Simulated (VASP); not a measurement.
# As6H in VASP: further runs, part 2 of 2

VASP 6.6.1.

## 3. Single point, PBEsol

INCAR

```
SYSTEM = As6H
PREC     = Accurate       ! precision mode
ENCUT    = 520            ! plane-wave cutoff, eV
EDIFF    = 1E-6           ! SCF threshold, eV
ISMEAR   = 0              ! smearing method
SIGMA    = 0.1            ! smearing width, eV
LREAL    = .False.        ! projectors in reciprocal space
LASPH    = .True.         ! aspherical terms in the spheres
NELM     = 60             ! most SCF steps
ALGO     = Normal         ! electronic algorithm
ISIF     = 2              ! what is computed and relaxed
LWAVE    = .False.        ! write WAVECAR
LCHARG   = .False.        ! write CHGCAR
LDIPOL   = .True.       
IDIPOL   = 3            
DIPOL    = 0.5 0.5 0.469
GGA      = PS             ! functional
NBANDS   = 24             ! bands
```

KPOINTS

```
regular mesh
0
Gamma
  8 6 1
  0 0 0
```

POSCAR

```
As6H
1.0
    3.7266140447      0.0000000000      0.0000000000
   -1.8633070224      5.4340663661      0.0000000000
    0.0000000000      0.0000000000     24.9654381428
As H
6 1
Direct
    0.8881117850      0.7762235701      0.3404706920
    0.3881117850      0.7762235701      0.4072515576
    0.6118882150      0.2237764299      0.4265541917
   -0.1288157236      0.0977254251      0.5110852039
    0.7343437402      0.6043549923      0.4961065192
    0.1809739536      0.4951739403      0.5582267908
    0.5012373577      0.0441896644      0.5451545240
```

Potentials or basis: VASP PAW PBE potentials, release 64 (As, H).

Run with:

```
$ cat potpaw_PBE.64/As/POTCAR potpaw_PBE.64/H/POTCAR > POTCAR
$ mpirun -np 1 vasp_std > vasp.out
```

OUTCAR:

```text
SYSTEM = As6H
   PREC = Accurate
   ENCUT = 520
   EDIFF = 1E-6
   ISMEAR = 0
   LREAL = .False.
   LASPH = .True.
   NELM = 60
   ISIF = 2
   GGA = PS

 ion  position               nearest neighbor table
   1  0.888  0.776  0.340-   2 2.50   2 2.50
   2  0.388  0.776  0.407-   3 2.48   1 2.50   1 2.50   5 2.90
   3  0.612  0.224  0.427-   2 2.48   4 2.52   5 2.71
   4  0.871  0.098  0.511-   7 1.56   6 2.49   3 2.52   5 2.74
   5  0.734  0.604  0.496-   6 2.49   6 2.50   3 2.71   4 2.74   2 2.90
   6  0.181  0.495  0.558-   5 2.49   4 2.49   5 2.50
   7  0.501  0.044  0.545-   4 1.56

  LATTYP: Found a base centered orthorhombic cell.
 ALAT       =     3.7266140447
 B/A-ratio  =     2.9163558667
 C/A-ratio  =     6.6992282655

  Lattice vectors:

 A1 = (   1.8633070224,  -5.4340663661,   0.0000000000)
 A2 = (   1.8633070223,   5.4340663661,   0.0000000000)
 A3 = (   0.0000000000,   0.0000000000,  24.9654381428)

Analysis of symmetry for initial positions (statically):
=====================================================================
 Subroutine PRICEL returns:
 Original cell was already a primitive cell.

 Routine SETGRP: Setting up the symmetry group for a
 base centered orthorhombic supercell.

 Subroutine GETGRP returns: Found  1 space group operations
 (whereof  1 operations were pure point group operations)
 out of a pool of  8 trial point group operations.

The static configuration has the point symmetry C_1 .

Analysis of symmetry for dynamics (positions and initial velocities):
=====================================================================
 Subroutine PRICEL returns:
 Original cell was already a primitive cell.

 Routine SETGRP: Setting up the symmetry group for a
 base centered orthorhombic supercell.

 Subroutine GETGRP returns: Found  1 space group operations
 (whereof  1 operations were pure point group operations)
 out of a pool of  8 trial point group operations.

The dynamic configuration has the point symmetry C_1 .

 Subroutine INISYM returns: Found  1 space group operations
 (whereof  1 operations are pure point group operations),
 and found     1 'primitive' translations

----------------------------------------------------------------------------------------

                                     Primitive cell

  volume of cell :     505.5668

  direct lattice vectors                    reciprocal lattice vectors
     3.726614045  0.000000000  0.000000000     0.268340104  0.092012126  0.000000000
    -1.863307022  5.434066366  0.000000000     0.000000000  0.184024252  0.000000000
     0.000000000  0.000000000 24.965438143     0.000000000  0.000000000  0.040055376

  length of vectors
     3.726614045  5.744648843 24.965438143     0.283677004  0.184024252  0.040055376

  position of ions in fractional coordinates (direct lattice)
     0.888111785  0.776223570  0.340470692
     0.388111785  0.776223570  0.407251558
     0.611888215  0.223776430  0.426554192
     0.871184276  0.097725425  0.511085204
     0.734343740  0.604354992  0.496106519
     0.180973954  0.495173940  0.558226791
     0.501237358  0.044189664  0.545154524
[... 84 lines left out ...]
  0.250000  0.500000  0.000000      2.000000
 [... further k-points ...]
   k-points           NKPTS =     26   k-points in BZ     NKDIM =     26   number of bands    NBANDS=     24
   number of dos      NEDOS =    301   number of ions     NIONS =      7
   total plane-waves  NPLWV = 258048
   dimension x,y,z NGX =    28 NGY =   48 NGZ =  192
   dimension x,y,z NGXF=    56 NGYF=   96 NGZF=  384
   ions per type =               6   1
   NGX,Y,Z   is equivalent  to a cutoff of  12.49, 13.89, 12.79 a.u.
   NGXF,Y,Z  is equivalent  to a cutoff of  24.98, 27.78, 25.57 a.u.
 SYSTEM =  As6H
   PREC   = accura    normal or accurate (medium, high low for compatibility)
   ISTART =      0    job   : 0-new  1-cont  2-samecut
   ICHARG =      2    charge: 1-file 2-atom 10-const
   ISPIN  =      1    spin polarized calculation?
   LNONCOLLINEAR =      F non collinear calculations
   LSORBIT =      F    spin-orbit coupling
   LASPH  =      T    aspherical Exc in radial PAW
   ENCUT  =  520.0 eV  38.22 Ry    6.18 a.u.   6.93 10.68 46.42*2*pi/ulx,y,z
   NELM   =     60;   NELMIN=  2; NELMDL= -5     # of ELM steps
   EDIFF  = 0.1E-05   stopping-criterion for ELM
   LREAL  =      F    real-space projection
   EDIFFG = 0.1E-04   stopping-criterion for IOM
   NSW    =      0    number of steps for IOM
   IBRION =     -1    ionic relax: 0-MD 1-quasi-New 2-CG
   NFREE  =      0    steps in history (QN), initial steepest desc. (CG)
   ISIF   =      2    stress and relaxation
   ISYM   =      2    0-nonsym 1-usesym 2-fastsym
   POTIM  = 0.5000    time-step for ionic-motion
   TEBEG  =    0.0;   TEEND  =   0.0 temperature during run
   PSTRESS=    0.0 pullay stress
   NELECT =      31.0000    total number of electrons
   NUPDOWN=      -1.0000    fix difference up-down
   EMIN   =  10.00;   EMAX   =-10.00  energy-range for DOS
   EFERMI =   0.00;   METHOD = LEGACY
   ISMEAR =     0;   SIGMA  =   0.10  broadening in eV -4-tet -1-fermi 0-gaus
   EFERMI_NEDOS =   21; number of points for ismear=-14 and -15
   IALGO  =     38    algorithm
   IMIX   =      4    mixing-type and parameters
     AMIX     =   0.40;   BMIX     =  1.00
     AMIX_MAG =   1.60;   BMIX_MAG =  1.00
  volume/ion in A,a.u.               =      72.22       487.39
  Fermi-wavevector in a.u.,A,eV,Ry     =   0.645559  1.219929  5.670178  0.416746
  Thomas-Fermi vector in A             =   1.713254
   LORBIT       =      0    0 simple, 1 ext, 2 COOP (PROOUT), +10 PAW based schemes
   GGA     = PS    functional components
   LHFCALC =     F    Hartree Fock is set to
   AEXX    =    0.0000 exact exchange contribution
   IVDW    =     0    specifies the selected vdW correction
   LEPSILON=     F    determine dielectric tensor
   LRPA    =     F    only Hartree local field effects (RPA)
 non-spin polarized calculation
 Gauss-broadening in eV      SIGMA  =   0.10
  energy-cutoff  :      520.00
  volume of cell :      505.57
 maximum number of plane-waves:     13657
   NGX = 13   NGY = 21   NGZ = 93

 dipolmoment           0.000000      0.000000      0.115937 electrons x Angstroem

 number of electron      31.0000001 magnetization

 dipolmoment           0.000000      0.000000     -0.056201 electrons x Angstroem

 Free energy of the ion-electron system (eV)
  ---------------------------------------------------
  ext. energy  EPLUGINS =         0.00000000
  ---------------------------------------------------
  free energy    TOTEN  =       -31.37138651 eV

  energy without entropy =      -31.35421503  energy(sigma->0) =      -31.36280077

 E-fermi :  -2.0939     XC(G=0):  -3.2970

 val. band max:       -2.0948340824   @ k =   0.1250   0.1667   0.0000
 cond. band min:      -2.0935595649   @ k =  -0.1250   0.3333   0.0000
 fundamental gap:      0.0012745175
 Fermi energy:        -2.0939347169

 k-point     1 :       0.0000    0.0000    0.0000
  band No.  band energies     occupation
      1     -16.6736      2.00000
      2     -15.0965      2.00000
      3     -13.3761      2.00000
      4     -12.2906      2.00000
      5     -10.8982      2.00000
      6      -9.8795      2.00000
[... 637 lines left out ...]
     23       1.9322      0.00000
     24       2.2693      0.00000

 [... further k-points ...]

------------------------ aborting loop because EDIFF is reached ----------------------------------------

 vacuum level on the upper side and lower side of the slab       (xc-potential included)        -0.357         0.131

  FORCE on cell =-STRESS in cart. coord.  units (eV):
  Direction    XX          YY          ZZ          XY          YZ          ZX
  --------------------------------------------------------------------------------------
  -------------------------------------------------------------------------------------
  Total       -3.5988493      2.2675032     -1.3410630     -0.1920573      0.1474232      0.6886837
  in kB      -11.4050108      7.1858798     -4.2499246     -0.6086433      0.4671945      2.1824880
  external PRESSURE =      -2.8230185 kB  Pullay stress =       0.0000000 kB

 VOLUME and BASIS-vectors are now :
 -----------------------------------------------------------------------------
  energy-cutoff  :      520.00
  volume of cell :      505.57
      direct lattice vectors                 reciprocal lattice vectors
     3.726614045  0.000000000  0.000000000     0.268340104  0.092012126  0.000000000
    -1.863307022  5.434066366  0.000000000     0.000000000  0.184024252  0.000000000
     0.000000000  0.000000000 24.965438143     0.000000000  0.000000000  0.040055376

 POSITION                                       TOTAL-FORCE (eV/Angst)
 -----------------------------------------------------------------------------------
      1.86331      4.21805      8.50000        -0.279024      0.054912      0.899134
     -0.00000      4.21805     10.16721        -0.169423     -0.538147     -0.780487
      1.86331      1.21602     10.64911         0.433368      0.478530     -0.153882
      3.06448      0.53105     12.75947         0.066665     -0.017710     -0.031575
      1.61052      3.28411     12.38552        -0.011013      0.021615     -0.057293
     -0.24824      2.69081     13.93638         0.017603      0.009384      0.085966
      1.78558      0.24013     13.61002        -0.058175     -0.008585      0.038137
 -----------------------------------------------------------------------------------
    total drift:                               -0.000061     -0.000014      0.000049

  FREE ENERGIE OF THE ION-ELECTRON SYSTEM (eV)
  ---------------------------------------------------
  free  energy   TOTEN  =       -31.3713865077 eV

  energy  without entropy=      -31.3542150345  energy(sigma->0) =      -31.36280077

 vacuum level on the upper side and lower side of the slab         2.104         2.609
```

It took 5.2 min on 1 thread of Intel Xeon 6975P-C (Granite Rapids), shared host; peak memory 0.7 GiB.

Results:

| Property | Result |
| --- | --- |
| Free energy | -31.3714 eV |
| Largest force | 0.963 eV/Å |
| Band gap on the k mesh | zero (an odd number of electrons rules out a gap without spin polarisation) |

Forces in eV/Å, atoms in the order of the input:
```
As  -0.279  0.055  0.899
As  -0.169 -0.538 -0.780
As   0.433  0.479 -0.154
As   0.067 -0.018 -0.032
As  -0.011  0.022 -0.057
As   0.018  0.009  0.086
H   -0.058 -0.009  0.038
```

Caveat: the PAW data sets were made with another functional, which shifts forces and pressure a little.
